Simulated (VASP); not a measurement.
# MnB6 (P1) in VASP: further runs, part 2 of 2

VASP 6.6.1. Earlier steps stand in the parts before.

### Step 3. Relaxation of cell and atoms, PBE

This run uses another cell than the first one, of 7.12 Å³/atom.

INCAR

```
SYSTEM = MnB6
PREC = Accurate
ENCUT = 600
EDIFF = 1E-6
ISMEAR = 0
SIGMA = 0.2
LREAL = .False.
LASPH = .True.
NELM = 80
ALGO = Normal
ISIF = 3
LWAVE = .False.
LCHARG = .False.
GGA = PE
IBRION = 2
NSW = 80
EDIFFG = -0.025
```

KPOINTS

```
Automatic mesh
0
Gamma
  6 6 6
  0 0 0
```

POSCAR

```
MnB6
1.0
   -0.0796396780     -0.0466505994      3.5729693584
   -2.9694719944      2.3974234049      0.0055930838
   -2.9220652726     -2.3400472030      0.0692550687
Mn B
1 6
Direct
    0.9806812409      0.9906648037      0.0387623290
    0.7543619012      0.5746717175      0.9279571855
    0.2284211577      0.1149889435      0.4252656174
    0.2644109402      0.4442131732      0.0966180982
    0.7767873902      0.9127717164      0.5468543279
    0.5042079666      0.7726153667      0.1882668257
    0.4911294033      0.1900742790      0.7762756163
```

Potentials or basis: VASP PAW PBE potentials, release 64 (Mn_pv, B).

Launch:

```console
$ cat potpaw_PBE.64/Mn_pv/POTCAR potpaw_PBE.64/B/POTCAR > POTCAR
$ mpirun -np 1 vasp_std > vasp.out
```

OUTCAR:

```text
SYSTEM = MnB6
   PREC = Accurate
   ENCUT = 600
   EDIFF = 1E-6
   ISMEAR = 0
   LREAL = .False.
   LASPH = .True.
   NELM = 80
   ISIF = 3
   GGA = PE
   IBRION = 2
   NSW = 80
   EDIFFG = -0.025

 ion  position               nearest neighbor table
   1  0.981  0.991  0.039-   3 1.88   6 1.91   2 1.92   5 1.97   4 2.07   6 2.09   5 2.09   7 2.10
                             7 2.10   4 2.28   2 2.32   3 2.38
   2  0.754  0.575  0.928-   6 1.60   5 1.71   4 1.87   1 1.92   7 1.95   4 1.98   1 2.32
   3  0.228  0.115  0.425-   4 1.56   7 1.72   5 1.79   1 1.88   6 1.96   5 2.13   1 2.38
   4  0.264  0.444  0.097-   3 1.56   6 1.63   7 1.85   2 1.87   2 1.98   1 2.07   1 2.28
   5  0.777  0.913  0.547-   2 1.71   7 1.79   3 1.79   6 1.86   1 1.97   1 2.09   3 2.13
   6  0.504  0.773  0.188-   2 1.60   4 1.63   5 1.86   1 1.91   3 1.96   7 1.97   1 2.09
   7  0.491  0.190  0.776-   3 1.72   5 1.79   4 1.85   2 1.95   6 1.97   1 2.10   1 2.10

  LATTYP: Found a triclinic cell.
 ALAT       =     3.8164688117
 B/A-ratio  =     1.8334381684
 C/A-ratio  =     1.2414972407
 COS(alpha) =     0.0030662652
 COS(beta)  =     0.6358554383
 COS(gamma) =     0.6656984426

  Lattice vectors:

 A1 = (  -2.9694719944,   2.3974234049,   0.0055930838)
 A2 = (  -5.9711769450,   0.0107256025,   3.6478175109)
 A3 = (  -0.0474067218,   4.7374706079,  -0.0636619849)

[... 301 lines left out ...]
  FREE ENERGIE OF THE ION-ELECTRON SYSTEM (eV)
  ---------------------------------------------------
  free  energy   TOTEN  =       -49.4244764110 eV

  energy  without entropy=      -49.3886168214  energy(sigma->0) =      -49.40654662

[... ionic steps 4 to 12 ...]

--------------------------------------- Ionic step       13  -------------------------------------------

 number of electron      31.0000016 magnetization

------------------------ aborting loop because EDIFF is reached ----------------------------------------
[... 77 lines left out ...]
--------------------------------------- Ionic step       15  -------------------------------------------

 number of electron      31.0000015 magnetization

 Free energy of the ion-electron system (eV)
  ---------------------------------------------------
  ext. energy  EPLUGINS =         0.00000000
  ---------------------------------------------------
  free energy    TOTEN  =       -49.67740303 eV

  energy without entropy =      -49.64423960  energy(sigma->0) =      -49.66082131

 E-fermi :   7.7412     XC(G=0): -12.3319

 val. band max:        7.7167427628   @ k =   0.3333   0.1667   0.3333
 cond. band min:       7.7591132334   @ k =   0.5000   0.3333   0.3333
 fundamental gap:      0.0423704706
 Fermi energy:         7.7412076577

 k-point     1 :       0.0000    0.0000    0.0000
  band No.  band energies     occupation
      1     -40.6886      2.00000
      2     -40.5321      2.00000
      3     -40.3001      2.00000
      4      -7.4625      2.00000
      5      -1.5734      2.00000
      6       0.2396      2.00000
[... 505 lines left out ...]
      6      -1.3206      2.00000
[... 11 lines left out ...]
     18       9.5781      0.00000
     19      10.4519      0.00000

 [... further k-points ...]
[... 5 lines left out ...]
  --------------------------------------------------------------------------------------
  -------------------------------------------------------------------------------------
  Total        0.0710790      0.0069022      0.0247787      0.0120276      0.0198851     -0.0100351
  in kB        2.1896709      0.2126315      0.7633373      0.3705251      0.6125824     -0.3091418
  external PRESSURE =       1.0552132 kB  Pullay stress =       0.0000000 kB
[... 22 lines left out ...]
  FREE ENERGIE OF THE ION-ELECTRON SYSTEM (eV)
  ---------------------------------------------------
  free  energy   TOTEN  =       -49.6774030262 eV

  energy  without entropy=      -49.6442396001  energy(sigma->0) =      -49.66082131

 reached required accuracy - stopping structural energy minimisation
```

CONTCAR:

```text
MnB6
   1.00000000000000
    -0.0344975726278079   -0.0006403394461682    3.6020103936309273
    -2.9546982721339954    2.4439441996643230   -0.0005568210899971
    -2.9543161371766842   -2.4430593640888270    0.0001076757940525
  Mn              B
     1     6
Direct
     0.9999827900659265    0.0000032339033440    0.0002314990303855
     0.7530735607669410    0.5377435190250879    0.9218284235126522
     0.2471602154101829    0.0778795363203703    0.4623968591841964
     0.2468143546513571    0.4622815741552770    0.0780958409622271
     0.7531424613958151    0.9222633412990227    0.5374017702029792
     0.4998868932649381    0.7863108903347638    0.2135991897021965
     0.4999397245448340    0.2135179049621415    0.7864464174053557

  0.00000000E+00  0.00000000E+00  0.00000000E+00
  0.00000000E+00  0.00000000E+00  0.00000000E+00
  0.00000000E+00  0.00000000E+00  0.00000000E+00
  0.00000000E+00  0.00000000E+00  0.00000000E+00
  0.00000000E+00  0.00000000E+00  0.00000000E+00
  0.00000000E+00  0.00000000E+00  0.00000000E+00
  0.00000000E+00  0.00000000E+00  0.00000000E+00
```

Run time: 8.8 min. Hardware: 1 thread of AMD EPYC 9R45 (Zen 5), shared host; peak memory 0.23 GiB.

Results:

- Free energy: -49.6774 eV
- Relaxed volume: 7.43 Å³/atom
- Relaxed cell: a = 3.602 Å, b = 3.834 Å, c = 3.834 Å, α = 79.18°, β = 89.57°, γ = 89.59°
- Space group after relaxing (to 0.1 Å): C2/m (No. 12)
- Energy gained by relaxing: 267.9 meV/atom
- Ionic steps: 15
- Pressure after relaxing: 0.1 GPa
- Largest force after relaxing: 0.019 eV/Å
- Band gap on the k mesh: zero (an odd number of electrons rules out a gap without spin polarisation)

Forces in eV/Å, atoms in the order of the input:
```
Mn   0.015  0.009 -0.006
B    0.002 -0.008 -0.002
B   -0.003  0.001 -0.008
B   -0.001  0.009  0.003
B   -0.003 -0.012 -0.003
B   -0.003 -0.014  0.007
B   -0.006  0.015  0.010
```

The path:
| step | energy change (eV) | largest force (eV/Å) | pressure (GPa) | volume (Å³) |
| --- | --- | --- | --- | --- |
| 1 | 0.0000 | 5.3691 | 24.91 | 49.83 |
| 2 | -0.9463 | 2.3267 | -20.65 | 58.16 |
| 3 | -1.6221 | 1.6020 | -9.67 | 54.21 |
| 4 | -1.6229 | 1.5985 | -9.31 | 54.12 |
| 5 | -1.8042 | 0.8876 | 3.77 | 51.64 |
| 6 | -1.8269 | 0.5544 | 0.11 | 52.22 |
| 7 | -1.8624 | 0.2636 | 0.22 | 52.07 |
| 8 | -1.8649 | 0.3093 | 0.27 | 52.02 |
| 9 | -1.8718 | 0.2003 | -0.12 | 52.06 |
| 10 | -1.8718 | 0.2038 | -0.11 | 52.06 |
| 11 | -1.8743 | 0.0605 | 0.00 | 52.04 |
| 12 | -1.8743 | 0.0606 | 0.03 | 52.04 |
| 13 | -1.8748 | 0.0396 | -0.08 | 52.05 |
| 14 | -1.8748 | 0.0374 | -0.13 | 52.05 |
| 15 | -1.8750 | 0.0192 | 0.11 | 52.01 |

Final structure:
```
CELL_PARAMETERS angstrom
-0.03450 -0.00064 3.60201
-2.95470 2.44394 -0.00056
-2.95432 -2.44306 0.00011
ATOMIC_POSITIONS crystal
Mn 0.99998 0.00000 0.00023
B 0.75307 0.53774 0.92183
B 0.24716 0.07788 0.46240
B 0.24681 0.46228 0.07810
B 0.75314 0.92226 0.53740
B 0.49989 0.78631 0.21360
B 0.49994 0.21352 0.78645
```

Levels at points of the mesh, in eV from the Fermi level:
| k point | band 14 | band 15 | band 16 | band 17 | band 18 | band 19 |
| --- | --- | --- | --- | --- | --- | --- |
| (0.00, 0.00, 0.00) | -3.38 | -1.40 | 0.66 | 2.77 | 3.11 | 3.69 |
| (0.50, 0.00, 0.00) | -2.67 | -1.21 | 0.42 | 1.13 | 1.76 | 2.52 |
| (0.00, 0.50, 0.00) | -2.42 | -2.26 | 0.08 | 1.94 | 2.61 | 3.64 |
| (0.50, 0.50, 0.00) | -2.07 | -1.43 | -0.51 | 0.56 | 1.89 | 2.87 |
| (0.00, 0.00, 0.50) | -2.42 | -2.27 | 0.09 | 1.94 | 2.61 | 3.64 |
| (0.50, 0.00, 0.50) | -2.07 | -1.43 | -0.51 | 0.56 | 1.89 | 2.86 |
| (0.00, 0.50, 0.50) | -2.62 | -0.70 | -0.20 | 0.93 | 3.55 | 3.66 |
| (0.50, 0.50, 0.50) | -1.42 | -0.86 | -0.72 | 0.83 | 3.38 | 3.39 |

Caveat: the run has no spin polarisation, though such a crystal can be magnetic.
